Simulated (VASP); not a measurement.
# Ti (P6_3/mmc) in VASP: further runs

Ti is run at these levels: LDA; tasks: single point, relaxation of volume and atoms at fixed shape.

All numbers are computed with VASP 6.6.1; they aren't measurements. Logs are shortened: lines on timing, memory, paths and dates and some standing lists are left out, and cuts for length are marked.

## 1. The cell of the first run

Symmetry: P6_3/mmc, No. 194, hexagonal system. The conventional cell has a = 2.862 Å, b = 2.862 Å, c = 4.540 Å, α = 90.00°, β = 90.00°, γ = 120.00°. Ti (site symmetry -6m2) has 12 Ti at 2.81 to 2.86 Å within 3.7 Å.

## 2. Single point, LDA

File INCAR:

```
SYSTEM = Ti
ALGO     = Normal         ! electronic algorithm
EDIFF    = 1E-6           ! SCF threshold, eV
ENCUT    = 500            ! plane-wave cutoff, eV
GGA_COMPAT= .False.      
ISIF     = 2              ! what is computed and relaxed
ISMEAR   = 1              ! smearing method
LASPH    = .True.         ! aspherical terms in the spheres
LCHARG   = .False.        ! write CHGCAR
LREAL    = .False.        ! projectors in reciprocal space
LWAVE    = .False.        ! write WAVECAR
NBANDS   = 19             ! bands
NELM     = 120            ! most SCF steps
PREC     = Accurate       ! precision mode
SIGMA    = 0.02           ! smearing width, eV
```

File KPOINTS:

```
k-points
0
Gamma
  16 16 9
  0 0 0
```

File POSCAR:

```
Ti
1.0
    2.8619344377      0.0000000000      0.0000000000
   -1.4309672188      2.4785079270      0.0000000000
    0.0000000000      0.0000000000      4.5402892106
Ti
2
Direct
    0.3333333333      0.6666666667      0.2500000000
    0.6666666667      0.3333333333      0.7500000000
```

Potentials or basis: VASP PAW LDA potentials, release 64 (Ti_sv).

The run is started by

```console
$ cat potpaw_LDA.64/Ti_sv/POTCAR > POTCAR
$ mpirun -np 1 vasp_std > vasp.out
```

OUTCAR:

```text
SYSTEM = Ti
   EDIFF = 1E-6
   ENCUT = 500
   ISIF = 2
   ISMEAR = 1
   LASPH = .True.
   LREAL = .False.
   NELM = 120
   PREC = Accurate

 ion  position               nearest neighbor table
   1  0.333  0.667  0.250-   2 2.81   2 2.81   2 2.81   2 2.81   2 2.81   2 2.81
   2  0.667  0.333  0.750-   1 2.81   1 2.81   1 2.81   1 2.81   1 2.81   1 2.81

  LATTYP: Found a hexagonal cell.
 ALAT       =     2.8619344377
 C/A-ratio  =     1.5864406783

  Lattice vectors:

 A1 = (   2.8619344377,   0.0000000000,   0.0000000000)
 A2 = (  -1.4309672188,   2.4785079270,   0.0000000000)
 A3 = (   0.0000000000,   0.0000000000,   4.5402892106)

Analysis of symmetry for initial positions (statically):
=====================================================================
 Subroutine PRICEL returns:
 Original cell was already a primitive cell.

 Routine SETGRP: Setting up the symmetry group for a
 hexagonal supercell.

 Subroutine GETGRP returns: Found 24 space group operations
 (whereof 12 operations were pure point group operations)
 out of a pool of 24 trial point group operations.

The static configuration has the point symmetry D_3d.
 The point group associated with its full space group is D_6h.

Analysis of symmetry for dynamics (positions and initial velocities):
=====================================================================
 Subroutine PRICEL returns:
 Original cell was already a primitive cell.

 Routine SETGRP: Setting up the symmetry group for a
 hexagonal supercell.

 Subroutine GETGRP returns: Found 24 space group operations
 (whereof 12 operations were pure point group operations)
 out of a pool of 24 trial point group operations.

The dynamic configuration has the point symmetry D_3d.
 The point group associated with its full space group is D_6h.

 Subroutine INISYM returns: Found 24 space group operations
 (whereof 12 operations are pure point group operations),
 and found     1 'primitive' translations

----------------------------------------------------------------------------------------

                                     Primitive cell

  volume of cell :      32.2058

  direct lattice vectors                    reciprocal lattice vectors
     2.861934438  0.000000000  0.000000000     0.349414014  0.201734275  0.000000000
    -1.430967219  2.478507927  0.000000000     0.000000000  0.403468550  0.000000000
[... 82 lines left out ...]
   LASPH  =      T    aspherical Exc in radial PAW
   ENCUT  =  500.0 eV  36.75 Ry    6.06 a.u.   5.22  5.22  8.28*2*pi/ulx,y,z
   NELM   =    120;   NELMIN=  2; NELMDL= -5     # of ELM steps
   EDIFF  = 0.1E-05   stopping-criterion for ELM
   LREAL  =      F    real-space projection
   EDIFFG = 0.1E-04   stopping-criterion for IOM
   NSW    =      0    number of steps for IOM
   IBRION =     -1    ionic relax: 0-MD 1-quasi-New 2-CG
   NFREE  =      0    steps in history (QN), initial steepest desc. (CG)
   ISIF   =      2    stress and relaxation
   ISYM   =      2    0-nonsym 1-usesym 2-fastsym
   POTIM  = 0.5000    time-step for ionic-motion
   TEBEG  =    0.0;   TEEND  =   0.0 temperature during run
   PSTRESS=    0.0 pullay stress
   NELECT =      24.0000    total number of electrons
   NUPDOWN=      -1.0000    fix difference up-down
   EMIN   =  10.00;   EMAX   =-10.00  energy-range for DOS
   EFERMI =   0.00;   METHOD = LEGACY
   ISMEAR =     1;   SIGMA  =   0.02  broadening in eV -4-tet -1-fermi 0-gaus
   EFERMI_NEDOS =   21; number of points for ismear=-14 and -15
   IALGO  =     38    algorithm
   IMIX   =      4    mixing-type and parameters
     AMIX     =   0.40;   BMIX     =  1.00
     AMIX_MAG =   1.60;   BMIX_MAG =  1.00
  volume/ion in A,a.u.               =      16.10       108.67
  Fermi-wavevector in a.u.,A,eV,Ry     =   1.484228  2.804785 29.972736  2.202934
  Thomas-Fermi vector in A             =   2.597791
   LORBIT       =      0    0 simple, 1 ext, 2 COOP (PROOUT), +10 PAW based schemes
   GGA     = CA    functional components
   LHFCALC =     F    Hartree Fock is set to
   AEXX    =    0.0000 exact exchange contribution
   IVDW    =     0    specifies the selected vdW correction
   LEPSILON=     F    determine dielectric tensor
   LRPA    =     F    only Hartree local field effects (RPA)
 non-spin polarized calculation
 Methfessel and Paxton  Order N= 1 SIGMA  =   0.02
  energy-cutoff  :      500.00
  volume of cell :       32.21
 maximum number of plane-waves:       834
 NGX is ok and might be reduce to    24
   NGX = 11   NGY = 11   NGZ = 17

 number of electron      24.0000004 magnetization

 Free energy of the ion-electron system (eV)
  ---------------------------------------------------
  ext. energy  EPLUGINS =         0.00000000
  ---------------------------------------------------
  free energy    TOTEN  =       -17.10058083 eV

  energy without entropy =      -17.10041038  energy(sigma->0) =      -17.10052401

 E-fermi :   8.9166     XC(G=0): -12.1515

 val. band max:        8.8942477859   @ k =   0.0625   0.0625   0.4444
 cond. band min:       8.9170712720   @ k =   0.2500   0.1875   0.4444
 fundamental gap:      0.0228234861
 Fermi energy:         8.9166330975

 k-point     1 :       0.0000    0.0000    0.0000
  band No.  band energies     occupation
      1     -47.1349      2.00000
      2     -46.9403      2.00000
      3     -24.2114      2.00000
      4     -23.3737      2.00000
      5     -23.3737      2.00000
      6     -23.2834      2.00000
[... 505 lines left out ...]
      6     -23.5586      2.00000
[... 11 lines left out ...]
     18      12.6019      0.00000
     19      12.9912      0.00000

 [... further k-points ...]

------------------------ aborting loop because EDIFF is reached ----------------------------------------

  FORCE on cell =-STRESS in cart. coord.  units (eV):
  Direction    XX          YY          ZZ          XY          YZ          ZX
  --------------------------------------------------------------------------------------
  -------------------------------------------------------------------------------------
  Total       -0.0040987     -0.0040987     -0.1105574     -0.0000000      0.0000000      0.0000000
  in kB       -0.2039050     -0.2039050     -5.5000268     -0.0000000      0.0000000      0.0000000
  external PRESSURE =      -1.9692789 kB  Pullay stress =       0.0000000 kB

 VOLUME and BASIS-vectors are now :
 -----------------------------------------------------------------------------
  energy-cutoff  :      500.00
  volume of cell :       32.21
      direct lattice vectors                 reciprocal lattice vectors
     2.861934438  0.000000000  0.000000000     0.349414014  0.201734275  0.000000000
    -1.430967219  2.478507927  0.000000000     0.000000000  0.403468550  0.000000000
     0.000000000  0.000000000  4.540289211     0.000000000  0.000000000  0.220250287

 POSITION                                       TOTAL-FORCE (eV/Angst)
 -----------------------------------------------------------------------------------
     -0.00000      1.65234      1.13507         0.000000     -0.000000      0.000000
      1.43097      0.82617      3.40522        -0.000000      0.000000      0.000000
 -----------------------------------------------------------------------------------
    total drift:                                0.000000     -0.000000      0.000000

  FREE ENERGIE OF THE ION-ELECTRON SYSTEM (eV)
  ---------------------------------------------------
  free  energy   TOTEN  =       -17.1005808256 eV

  energy  without entropy=      -17.1004103792  energy(sigma->0) =      -17.10052401
```

stdout:

```text
POSCAR found type information on POSCAR Ti
 POSCAR found :  1 types and       2 ions
 scaLAPACK will be used
 LDA part: xc-table for (Slater(with rela. corr.)+CA(PZ))
 , standard interpolation
 POSCAR, INCAR and KPOINTS ok, starting setup
 FFT: planning ... GRIDC
 FFT: planning ... GRID_SOFT
 FFT: planning ... GRID
 WAVECAR not read
 entering main loop
```

Wall time 74 s (1 thread of Intel Xeon Platinum 8259CL at 2.50GHz (Skylake/Cascade Lake), shared host); peak memory 0.18 GiB.

Results:

* Free energy: -17.1006 eV
* Pressure: -0.2 GPa
* Band gap on the k mesh: zero (bands 12 and 13 overlap by 1.08 eV)

## 3. Relaxation of volume and atoms at fixed shape, LDA

This run uses another cell than the first one, of 17.64 Å³/atom.

File INCAR:

```
PREC     = Accurate       # precision mode
ENCUT    = 500            # plane-wave cutoff, eV
EDIFF    = 1E-7           # SCF threshold, eV
ISMEAR   = 1              # smearing method
SIGMA    = 0.02           # smearing width, eV
LREAL    = F              # projectors in reciprocal space
LASPH    = T              # aspherical terms in the spheres
NELM     = 120            # most SCF steps
ALGO     = Normal         # electronic algorithm
ISIF     = 8              # what is computed and relaxed
LWAVE    = F              # write WAVECAR
LCHARG   = F              # write CHGCAR
GGA      = CA             # functional
IBRION   = 2              # ionic algorithm
NSW      = 80             # ionic steps
EDIFFG   = -0.03          # ionic threshold
GGA_COMPAT= F            
NELMIN   = 4
```

File KPOINTS:

```
regular mesh
0
Gamma
  16 16 9
```

File POSCAR:

```
Ti
1.0
    2.9500000000      0.0000000000      0.0000000000
   -1.4750000000      2.5547749400      0.0000000000
    0.0000000000      0.0000000000      4.6800000000
Ti
2
Direct
    0.3333333333      0.6666666667      0.2500000000
    0.6666666667      0.3333333333      0.7500000000
```

Potentials or basis: VASP PAW LDA potentials, release 64 (Ti_sv).

The run is started by

```console
$ cat potpaw_LDA.64/Ti_sv/POTCAR > POTCAR
$ mpirun -np 1 vasp_std > vasp.out
```

OUTCAR:

```text
PREC = Accurate
   ENCUT = 500
   EDIFF = 1E-7
   ISMEAR = 1
   LREAL = F
   LASPH = T
   NELM = 120
   ISIF = 8
   GGA = CA
   IBRION = 2
   NSW = 80
   EDIFFG = -0.03
   NELMIN = 4

 ion  position               nearest neighbor table
   1  0.333  0.667  0.250-   2 2.89   2 2.89   2 2.89   2 2.89   2 2.89   2 2.89
   2  0.667  0.333  0.750-   1 2.89   1 2.89   1 2.89   1 2.89   1 2.89   1 2.89

  LATTYP: Found a hexagonal cell.
 ALAT       =     2.9500000000
 C/A-ratio  =     1.5864406780

  Lattice vectors:

 A1 = (   2.9500000000,   0.0000000000,   0.0000000000)
 A2 = (  -1.4750000000,   2.5547749400,   0.0000000000)
 A3 = (   0.0000000000,   0.0000000000,   4.6800000000)

Analysis of symmetry for initial positions (statically):
=====================================================================
 Subroutine PRICEL returns:
 Original cell was already a primitive cell.

 Routine SETGRP: Setting up the symmetry group for a
 hexagonal supercell.

 Subroutine GETGRP returns: Found 24 space group operations
 (whereof 12 operations were pure point group operations)
 out of a pool of 24 trial point group operations.

The static configuration has the point symmetry D_3d.
 The point group associated with its full space group is D_6h.

Analysis of symmetry for dynamics (positions and initial velocities):
=====================================================================
 Subroutine PRICEL returns:
 Original cell was already a primitive cell.

 Routine SETGRP: Setting up the symmetry group for a
 hexagonal supercell.

 Subroutine GETGRP returns: Found 24 space group operations
 (whereof 12 operations were pure point group operations)
 out of a pool of 24 trial point group operations.

The dynamic configuration has the point symmetry D_3d.
 The point group associated with its full space group is D_6h.

 Subroutine INISYM returns: Found 24 space group operations
 (whereof 12 operations are pure point group operations),
 and found     1 'primitive' translations

----------------------------------------------------------------------------------------

                                     Primitive cell

  volume of cell :      35.2712

  direct lattice vectors                    reciprocal lattice vectors
     2.950000000  0.000000000  0.000000000     0.338983051  0.195711956  0.000000000
    -1.475000000  2.554774940  0.000000000     0.000000000  0.391423911  0.000000000
     0.000000000  0.000000000  4.680000000     0.000000000  0.000000000  0.213675214

  length of vectors
     2.950000000  2.949999999  4.680000000     0.391423911  0.391423911  0.213675214

  position of ions in fractional coordinates (direct lattice)
     0.333333333  0.666666667  0.250000000
     0.666666667  0.333333333  0.750000000

  ion indices of the primitive-cell ions
   primitive index   ion index
                 1           1
                 2           2

----------------------------------------------------------------------------------------

[... 49 lines left out ...]
  0.250000  0.187500  0.000000     12.000000
 [... further k-points ...]
   k-points           NKPTS =    150   k-points in BZ     NKDIM =    150   number of bands    NBANDS=     16
   number of dos      NEDOS =    301   number of ions     NIONS =      2
   total plane-waves  NPLWV =  20736
   dimension x,y,z NGX =    24 NGY =   24 NGZ =   36
   dimension x,y,z NGXF=    48 NGYF=   48 NGZF=   72
   ions per type =               2
   NGX,Y,Z   is equivalent  to a cutoff of  13.53, 13.53, 12.79 a.u.
   NGXF,Y,Z  is equivalent  to a cutoff of  27.05, 27.05, 25.58 a.u.
 SYSTEM =  unknown system
   PREC   = accura    normal or accurate (medium, high low for compatibility)
   ISTART =      0    job   : 0-new  1-cont  2-samecut
   ICHARG =      2    charge: 1-file 2-atom 10-const
   ISPIN  =      1    spin polarized calculation?
   LNONCOLLINEAR =      F non collinear calculations
   LSORBIT =      F    spin-orbit coupling
   LASPH  =      T    aspherical Exc in radial PAW
   ENCUT  =  500.0 eV  36.75 Ry    6.06 a.u.   5.38  5.38  8.53*2*pi/ulx,y,z
   NELM   =    120;   NELMIN=  4; NELMDL= -5     # of ELM steps
   EDIFF  = 0.1E-06   stopping-criterion for ELM
   LREAL  =      F    real-space projection
   EDIFFG = -.3E-01   stopping-criterion for IOM
   NSW    =     80    number of steps for IOM
   IBRION =      2    ionic relax: 0-MD 1-quasi-New 2-CG
   NFREE  =      1    steps in history (QN), initial steepest desc. (CG)
   ISIF   =      8    stress and relaxation
   ISYM   =      2    0-nonsym 1-usesym 2-fastsym
   POTIM  = 0.5000    time-step for ionic-motion
   TEBEG  =    0.0;   TEEND  =   0.0 temperature during run
   PSTRESS=    0.0 pullay stress
   NELECT =      24.0000    total number of electrons
   NUPDOWN=      -1.0000    fix difference up-down
   EMIN   =  10.00;   EMAX   =-10.00  energy-range for DOS
   EFERMI =   0.00;   METHOD = LEGACY
   ISMEAR =     1;   SIGMA  =   0.02  broadening in eV -4-tet -1-fermi 0-gaus
   EFERMI_NEDOS =   21; number of points for ismear=-14 and -15
   IALGO  =     38    algorithm
   IMIX   =      4    mixing-type and parameters
     AMIX     =   0.40;   BMIX     =  1.00
     AMIX_MAG =   1.60;   BMIX_MAG =  1.00
  volume/ion in A,a.u.               =      17.64       119.01
  Fermi-wavevector in a.u.,A,eV,Ry     =   1.439920  2.721055 28.209912  2.073370
  Thomas-Fermi vector in A             =   2.558722
   LORBIT       =      0    0 simple, 1 ext, 2 COOP (PROOUT), +10 PAW based schemes
   GGA     = CA    functional components
   LHFCALC =     F    Hartree Fock is set to
   AEXX    =    0.0000 exact exchange contribution
   IVDW    =     0    specifies the selected vdW correction
   LEPSILON=     F    determine dielectric tensor
   LRPA    =     F    only Hartree local field effects (RPA)
 conjugate gradient relaxation of ions
 non-spin polarized calculation
 Methfessel and Paxton  Order N= 1 SIGMA  =   0.02
  energy-cutoff  :      500.00
  volume of cell :       35.27
 maximum number of plane-waves:       929
 NGX is ok and might be reduce to    24
   NGX = 11   NGY = 11   NGZ = 17

--------------------------------------- Ionic step        1  -------------------------------------------

 number of electron      24.0000002 magnetization

 Free energy of the ion-electron system (eV)
  ---------------------------------------------------
  ext. energy  EPLUGINS =         0.00000000
  ---------------------------------------------------
  free energy    TOTEN  =       -16.99830510 eV

  energy without entropy =      -16.99825746  energy(sigma->0) =      -16.99828922

------------------------ aborting loop because EDIFF is reached ----------------------------------------

  FORCE on cell =-STRESS in cart. coord.  units (eV):
  Direction    XX          YY          ZZ          XY          YZ          ZX
  --------------------------------------------------------------------------------------
  -------------------------------------------------------------------------------------
  Total       -2.1410779     -2.1410779     -2.3066357     -0.0000000      0.0000000      0.0000000
  in kB      -97.2573736    -97.2573735   -104.7777514     -0.0000000      0.0000000      0.0000000
  external PRESSURE =     -99.7641661 kB  Pullay stress =       0.0000000 kB
[... 59 lines left out ...]
--------------------------------------- Ionic step        3  -------------------------------------------

 number of electron      24.0000004 magnetization

 Free energy of the ion-electron system (eV)
  ---------------------------------------------------
  ext. energy  EPLUGINS =         0.00000000
  ---------------------------------------------------
  free energy    TOTEN  =       -17.10193583 eV

  energy without entropy =      -17.10176726  energy(sigma->0) =      -17.10187964

 E-fermi :   8.9249     XC(G=0): -12.1552

 val. band max:        8.9022831409   @ k =   0.0625   0.0625   0.4444
 cond. band min:       8.9253659246   @ k =   0.2500   0.1875   0.4444
 fundamental gap:      0.0230827837
 Fermi energy:         8.9249170322

 k-point     1 :       0.0000    0.0000    0.0000
  band No.  band energies     occupation
      1     -47.1256      2.00000
      2     -46.9303      2.00000
      3     -24.2030      2.00000
      4     -23.3635      2.00000
      5     -23.3635      2.00000
      6     -23.2728      2.00000
[... 433 lines left out ...]
      3     -23.8721      2.00000
      4     -23.8269      2.00000
      5     -23.7628      2.00000
      6     -23.5488      2.00000
[... 8 lines left out ...]
     15       9.9015      0.00000
     16      11.4170      0.00000

 [... further k-points ...]

------------------------ aborting loop because EDIFF is reached ----------------------------------------

  FORCE on cell =-STRESS in cart. coord.  units (eV):
  Direction    XX          YY          ZZ          XY          YZ          ZX
  --------------------------------------------------------------------------------------
  -------------------------------------------------------------------------------------
  Total        0.0129709      0.0129709     -0.0921866      0.0000000     -0.0000000      0.0000000
  in kB        0.6457635      0.6457635     -4.5895489      0.0000000     -0.0000000      0.0000000
  external PRESSURE =      -1.0993406 kB  Pullay stress =       0.0000000 kB
[... 17 lines left out ...]
  FREE ENERGIE OF THE ION-ELECTRON SYSTEM (eV)
  ---------------------------------------------------
  free  energy   TOTEN  =       -17.1019358288 eV

  energy  without entropy=      -17.1017672558  energy(sigma->0) =      -17.10187964

 reached required accuracy - stopping structural energy minimisation
```

It took 3.6 min on 1 thread of Intel Xeon Platinum 8259CL at 2.50GHz (Skylake/Cascade Lake), shared host; peak memory 0.19 GiB.

Results:

| Property | Result |
| --- | --- |
| Free energy | -17.1019 eV |
| Relaxed volume | 16.09 Å³/atom |
| Relaxed cell | a = 2.861 Å, b = 2.861 Å, c = 4.539 Å, α = 90.00°, β = 90.00°, γ = 120.00° |
| Space group after relaxing (to 0.1 Å) | P6_3/mmc (No. 194) |
| Energy gained by relaxing | 51.8 meV/atom |
| Ionic steps | 3 |
| Pressure after relaxing | -0.1 GPa |
| Band gap on the k mesh | zero (bands 12 and 13 overlap by 1.08 eV) |

Stress tensor (GPa, compression positive):
```
 0.06  0.00  0.00
 0.00  0.06  0.00
 0.00  0.00 -0.46
```

Step by step:
```csv
step,energy change (eV),largest force (eV/Å),pressure (GPa),volume (Å³)
1,0.0000,0.0000,-9.98,35.27
2,-0.0379,0.0000,10.08,29.96
3,-0.1036,0.0000,-0.11,32.18
```

Final structure:
```
CELL_PARAMETERS angstrom
2.86122 0.00000 0.00000
-1.43061 2.47789 0.00000
0.00000 0.00000 4.53916
ATOMIC_POSITIONS crystal
Ti 0.33333 0.66667 0.25000
Ti 0.66667 0.33333 0.75000
```
